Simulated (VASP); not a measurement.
# Zr (Im-3m) in VASP: notebook, part 2 of 3

VASP 6.6.1. The steps go on from the part before.

### Step 3. Single point, PBE (volume scaled by 0.99)

INCAR reads:

```
SYSTEM = Zr
PREC = Accurate ; ENCUT = 520
EDIFF = 1E-6 ; ISMEAR = -1
SIGMA = 0.08 ; LREAL = .False.
LASPH = .True. ; NELM = 100
ALGO = Normal ; ISIF = 2
LWAVE = .False. ; LCHARG = .False.
GGA = PE ; NBANDS = 12
```

KPOINTS reads:

```
Automatic mesh
0
Gamma
  14 14 14
  0 0 0
```

POSCAR reads:

```
Zr
1.0
   -1.8039464431      1.8039464431      1.8039464431
    1.8039464431     -1.8039464431      1.8039464431
    1.8039464431      1.8039464431     -1.8039464431
Zr
1
Direct
    0.0000000000      0.0000000000      0.0000000000
```

Potentials or basis: VASP PAW PBE potentials, release 64 (Zr_sv).

Started as:

```
$ cat potpaw_PBE.64/Zr_sv/POTCAR > POTCAR
$ mpirun -np 1 vasp_std > vasp.out
```

OUTCAR:

```text
SYSTEM = Zr
   PREC = Accurate
   ENCUT = 520
   EDIFF = 1E-6
   ISMEAR = -1
   LREAL = .False.
   LASPH = .True.
   NELM = 100
   ISIF = 2
   GGA = PE

 ion  position               nearest neighbor table
   1  0.000  0.000  0.000-

  LATTYP: Found a body centered cubic cell.
 ALAT       =     3.6078928862

  Lattice vectors:

 A1 = (  -1.8039464431,   1.8039464431,   1.8039464431)
 A2 = (   1.8039464431,  -1.8039464431,   1.8039464431)
 A3 = (   1.8039464431,   1.8039464431,  -1.8039464431)

Analysis of symmetry for initial positions (statically):
=====================================================================
 Subroutine PRICEL returns:
 Original cell was already a primitive cell.

 Routine SETGRP: Setting up the symmetry group for a
 body centered cubic supercell.

 Subroutine GETGRP returns: Found 48 space group operations
 (whereof 48 operations were pure point group operations)
 out of a pool of 48 trial point group operations.

The static configuration has the point symmetry O_h .

Analysis of symmetry for dynamics (positions and initial velocities):
=====================================================================
 Subroutine PRICEL returns:
 Original cell was already a primitive cell.

 Routine SETGRP: Setting up the symmetry group for a
 body centered cubic supercell.

 Subroutine GETGRP returns: Found 48 space group operations
 (whereof 48 operations were pure point group operations)
 out of a pool of 48 trial point group operations.

The dynamic configuration has the point symmetry O_h .

 Subroutine INISYM returns: Found 48 space group operations
 (whereof 48 operations are pure point group operations),
 and found     1 'primitive' translations

----------------------------------------------------------------------------------------

                                     Primitive cell

  volume of cell :      23.4818

  direct lattice vectors                    reciprocal lattice vectors
    -1.803946443  1.803946443  1.803946443     0.000000000  0.277170091  0.277170091
     1.803946443 -1.803946443  1.803946443     0.277170091  0.000000000  0.277170091
     1.803946443  1.803946443 -1.803946443     0.277170091  0.277170091  0.000000000

  length of vectors
     3.124526894  3.124526894  3.124526894     0.391977702  0.391977702  0.391977702

  position of ions in fractional coordinates (direct lattice)
     0.000000000  0.000000000  0.000000000

  ion indices of the primitive-cell ions
   primitive index   ion index
                 1           1

----------------------------------------------------------------------------------------

 KPOINTS: Automatic mesh

Automatic generation of k-mesh.
 Grid dimensions read from file:
 generate k-points for:   14   14   14

 Generating k-lattice:

  Cartesian coordinates                     Fractional coordinates (reciprocal lattice)
     0.000000000  0.019797864  0.019797864     0.071428571  0.000000000  0.000000000
     0.019797864  0.000000000  0.019797864     0.000000000  0.071428571  0.000000000
     0.019797864  0.019797864  0.000000000     0.000000000  0.000000000  0.071428571

  Length of vectors
     0.027998407  0.027998407  0.027998407

  Shift w.r.t. Gamma in fractional coordinates (k-lattice)
     0.000000000  0.000000000  0.000000000

 Subroutine IBZKPT returns following result:
 ===========================================

 Found    104 irreducible k-points:

 Following reciprocal coordinates:
            Coordinates               Weight
  0.000000  0.000000  0.000000      1.000000
  0.071429  0.000000  0.000000     12.000000
  0.142857  0.000000  0.000000     12.000000
  0.214286  0.000000  0.000000     12.000000
  0.285714  0.000000  0.000000     12.000000
  0.357143  0.000000  0.000000     12.000000
[... 16 lines left out ...]
  0.285714  0.285714  0.000000     24.000000
  0.357143  0.285714  0.000000     24.000000
 [... further k-points ...]
   k-points           NKPTS =    104   k-points in BZ     NKDIM =    104   number of bands    NBANDS=     12
   number of dos      NEDOS =    301   number of ions     NIONS =      1
   total plane-waves  NPLWV =  13824
   dimension x,y,z NGX =    24 NGY =   24 NGZ =   24
   dimension x,y,z NGXF=    48 NGYF=   48 NGZF=   48
   ions per type =               1
   NGX,Y,Z   is equivalent  to a cutoff of  12.77, 12.77, 12.77 a.u.
   NGXF,Y,Z  is equivalent  to a cutoff of  25.54, 25.54, 25.54 a.u.
 SYSTEM =  Zr
   PREC   = accura    normal or accurate (medium, high low for compatibility)
   ISTART =      0    job   : 0-new  1-cont  2-samecut
   ICHARG =      2    charge: 1-file 2-atom 10-const
   ISPIN  =      1    spin polarized calculation?
   LNONCOLLINEAR =      F non collinear calculations
   LSORBIT =      F    spin-orbit coupling
   LASPH  =      T    aspherical Exc in radial PAW
   ENCUT  =  520.0 eV  38.22 Ry    6.18 a.u.   5.81  5.81  5.81*2*pi/ulx,y,z
   NELM   =    100;   NELMIN=  2; NELMDL= -5     # of ELM steps
   EDIFF  = 0.1E-05   stopping-criterion for ELM
   LREAL  =      F    real-space projection
   EDIFFG = 0.1E-04   stopping-criterion for IOM
   NSW    =      0    number of steps for IOM
   IBRION =     -1    ionic relax: 0-MD 1-quasi-New 2-CG
   NFREE  =      0    steps in history (QN), initial steepest desc. (CG)
   ISIF   =      2    stress and relaxation
   ISYM   =      2    0-nonsym 1-usesym 2-fastsym
   POTIM  = 0.5000    time-step for ionic-motion
   TEBEG  =    0.0;   TEEND  =   0.0 temperature during run
   PSTRESS=    0.0 pullay stress
   NELECT =      12.0000    total number of electrons
   NUPDOWN=      -1.0000    fix difference up-down
   EMIN   =  10.00;   EMAX   =-10.00  energy-range for DOS
   EFERMI =   0.00;   METHOD = LEGACY
   ISMEAR =    -1;   SIGMA  =   0.08  broadening in eV -4-tet -1-fermi 0-gaus
   EFERMI_NEDOS =   21; number of points for ismear=-14 and -15
   IALGO  =     38    algorithm
   IMIX   =      4    mixing-type and parameters
     AMIX     =   0.40;   BMIX     =  1.00
     AMIX_MAG =   1.60;   BMIX_MAG =  1.00
  volume/ion in A,a.u.               =      23.48       158.46
  Fermi-wavevector in a.u.,A,eV,Ry     =   1.308855  2.473378 23.308168  1.713102
  Thomas-Fermi vector in A             =   2.439494
   LORBIT       =      0    0 simple, 1 ext, 2 COOP (PROOUT), +10 PAW based schemes
   GGA     = PE    functional components
   LHFCALC =     F    Hartree Fock is set to
   AEXX    =    0.0000 exact exchange contribution
   IVDW    =     0    specifies the selected vdW correction
   LEPSILON=     F    determine dielectric tensor
   LRPA    =     F    only Hartree local field effects (RPA)
 non-spin polarized calculation
  energy-cutoff  :      520.00
  volume of cell :       23.48
 maximum number of plane-waves:       682
   NGX = 11   NGY = 11   NGZ = 11

 number of electron      12.0000000 magnetization

 Free energy of the ion-electron system (eV)
  ---------------------------------------------------
  ext. energy  EPLUGINS =         0.00000000
  ---------------------------------------------------
  free energy    TOTEN  =        -8.45112971 eV

  energy without entropy =       -8.41083592  energy(sigma->0) =       -8.43098282

 E-fermi :   8.6178     XC(G=0): -11.0378

 val. band max:        8.6151222442   @ k =   0.2143   0.2143   0.0000
 cond. band min:       8.6184877030   @ k =   0.2143   0.0714   0.0714
 fundamental gap:      0.0033654588
 Fermi energy:         8.6178210480

 k-point     1 :       0.0000    0.0000    0.0000
  band No.  band energies     occupation
      1     -39.8943      2.00000
      2     -17.4196      2.00000
      3     -17.4196      2.00000
      4     -17.4196      2.00000
      5       3.2633      2.00000
      6       9.7361      0.00000
      7       9.7361      0.00000
      8       9.7361      0.00000
      9      12.1828      0.00000
     10      12.1828      0.00000
     11      20.9770      0.00000
     12      20.9770      0.00000

 k-point     2 :       0.0714    0.0000    0.0000
  band No.  band energies     occupation
      1     -39.8872      2.00000
      2     -17.4693      2.00000
      3     -17.4348      2.00000
      4     -17.4200      2.00000
      5       3.4352      2.00000
      6       9.6219      0.00001
      7       9.6976      0.00000
      8       9.9020      0.00000
      9      12.0086      0.00000
     10      12.1818      0.00000
     11      21.1250      0.00000
     12      21.2870      0.00000
[... 316 lines left out ...]
 k-point    24 :       0.3571    0.2857    0.0000
  band No.  band energies     occupation
      1     -39.7312      2.00000
      2     -18.1376      2.00000
      3     -17.9934      2.00000
      4     -17.5358      2.00000
      5       7.2524      2.00000
      6       8.0755      1.99773
      7       8.4589      1.75875
      8      12.3423      0.00000
      9      12.7461      0.00000
     10      17.0007      0.00000
     11      17.4623      0.00000
     12      18.8938      0.00000

 [... further k-points ...]
[... 5 lines left out ...]
  --------------------------------------------------------------------------------------
  -------------------------------------------------------------------------------------
  Total       -0.3265007     -0.3265007     -0.3265007      0.0000000     -0.0000000      0.0000000
  in kB      -22.2773616    -22.2773616    -22.2773616      0.0000000     -0.0000000      0.0000000
  external PRESSURE =     -22.2773616 kB  Pullay stress =       0.0000000 kB

 VOLUME and BASIS-vectors are now :
 -----------------------------------------------------------------------------
  energy-cutoff  :      520.00
  volume of cell :       23.48
      direct lattice vectors                 reciprocal lattice vectors
    -1.803946443  1.803946443  1.803946443     0.000000000  0.277170091  0.277170091
     1.803946443 -1.803946443  1.803946443     0.277170091  0.000000000  0.277170091
     1.803946443  1.803946443 -1.803946443     0.277170091  0.277170091  0.000000000

 POSITION                                       TOTAL-FORCE (eV/Angst)
 -----------------------------------------------------------------------------------
      0.00000      0.00000      0.00000        -0.000000      0.000000     -0.000000
 -----------------------------------------------------------------------------------
    total drift:                                0.000000      0.000000      0.000000

  FREE ENERGIE OF THE ION-ELECTRON SYSTEM (eV)
  ---------------------------------------------------
  free  energy   TOTEN  =        -8.4511297129 eV

  energy  without entropy=       -8.4108359172  energy(sigma->0) =       -8.43098282
```

OSZICAR:

```text
N       E                     dE             d eps       ncg     rms          rms(c)
DAV:   1     0.835443662902E+02    0.83544E+02   -0.68961E+03  2504   0.999E+02
DAV:   2    -0.572077198269E+01   -0.89265E+02   -0.86729E+02  2912   0.267E+02
DAV:   3    -0.872978111607E+01   -0.30090E+01   -0.29611E+01  3800   0.401E+01
DAV:   4    -0.878787923658E+01   -0.58098E-01   -0.58060E-01  2892   0.547E+00
DAV:   5    -0.878888558836E+01   -0.10064E-02   -0.10063E-02  3624   0.527E-01    0.995E+00
DAV:   6    -0.850043740552E+01    0.28845E+00   -0.37736E-01  2708   0.565E+00    0.393E+00
DAV:   7    -0.844833220175E+01    0.52105E-01   -0.18974E-01  3028   0.382E+00    0.664E-01
DAV:   8    -0.845113725488E+01   -0.28051E-02   -0.11276E-02  2944   0.121E+00    0.101E-01
DAV:   9    -0.845113917702E+01   -0.19221E-05   -0.43576E-04  3264   0.182E-01    0.240E-02
DAV:  10    -0.845113234783E+01    0.68292E-05   -0.18826E-05  2872   0.450E-02    0.864E-03
DAV:  11    -0.845112979747E+01    0.25504E-05   -0.13649E-06  2444   0.119E-02    0.202E-03
DAV:  12    -0.845112971290E+01    0.84570E-07   -0.13957E-07  1384   0.342E-03
   1 F= -.84511297E+01 E0= -.84309828E+01  d E =-.402938E-01
```

Run time: 30 s. Hardware: 1 thread of Intel Xeon 8259CL, shared host; peak memory 0.16 GiB.

Results:

| Item | Value |
| --- | --- |
| Free energy | -8.4511 eV |
| Pressure | -2.2 GPa |
| Band gap on the k mesh | zero (band 6 reaches 9.74 eV, above the bottom of band 7 at 7.99 eV) |

(Continued in part 3 of 3.)
